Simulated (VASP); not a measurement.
Wanted: the native input for a VASP 6.6.1 run.

* Task: single point
* Functional: PBE
* Potentials or basis: VASP PAW PBE potentials, release 64 (Si, B, C)
* Cutoff: 520 eV
* k mesh: 4 × 4 × 6
* Occupations: gaussian, width 0.1 eV
* Spin: collinear spin, ferromagnetic start
* Starting moments: [0.0, 0.0, 0.0, 0.0, 1.0] μB
* Dipole correction: no
* Further INCAR settings: ALGO = Normal; EDIFF = 1e-07; NBANDS = 21

The structure of Si2B2C lies in POSCAR:

```
Si2B2C
1.0
    4.4088382753      0.0000000000      0.0000000000
    0.0000000000      4.4088382753      0.0000000000
    0.0000000000      0.0000000000      2.8172004200
Si B C
2 2 1
Direct
    0.0000000000      0.5000000000      0.5000000000
    0.5000000000      0.0000000000      0.5000000000
    0.0000000000      0.0000000000      0.5000000000
    0.5000000000      0.5000000000      0.0000000000
    0.0000000000      0.0000000000      0.0000000000
```

The input as run:

INCAR

```
SYSTEM = Si2B2C
ALGO = Normal ; EDIFF = 1E-7
ENCUT = 520 ; GGA = PE
ISIF = 2 ; ISMEAR = 0
ISPIN = 2 ; LASPH = .True.
LCHARG = .False. ; LORBIT = 11
LREAL = .False. ; LWAVE = .False.
MAGMOM = 0 0 0 0 1 ; NBANDS = 21
NELM = 150 ; PREC = Accurate
SIGMA = 0.1
```

KPOINTS

```
k-points
0
Gamma
  4 4 6
  0 0 0
```

Potentials or basis: VASP PAW PBE potentials, release 64 (Si, B, C).

Run with:

```bash
$ cat potpaw_PBE.64/Si/POTCAR potpaw_PBE.64/B/POTCAR potpaw_PBE.64/C/POTCAR > POTCAR
$ mpirun -np 1 vasp_std > vasp.out
```

It gave:

- Pressure: 0.0 GPa
- Band gap on the k mesh: zero (filled and empty bands overlap)
- Net moment: 0.00 μB per cell
- Valence electrons inside the program's atomic spheres: Si 1.48; B 2.37, 1.47; C 2.52

Caveat: the k points lie up to 0.37 Å⁻¹ apart.

It took 43 s on 1 thread of Intel(R) Xeon(R) Platinum 8259CL CPU @ 2.50GHz (Skylake/Cascade Lake), with other jobs on the host, peak memory 0.21 GiB.
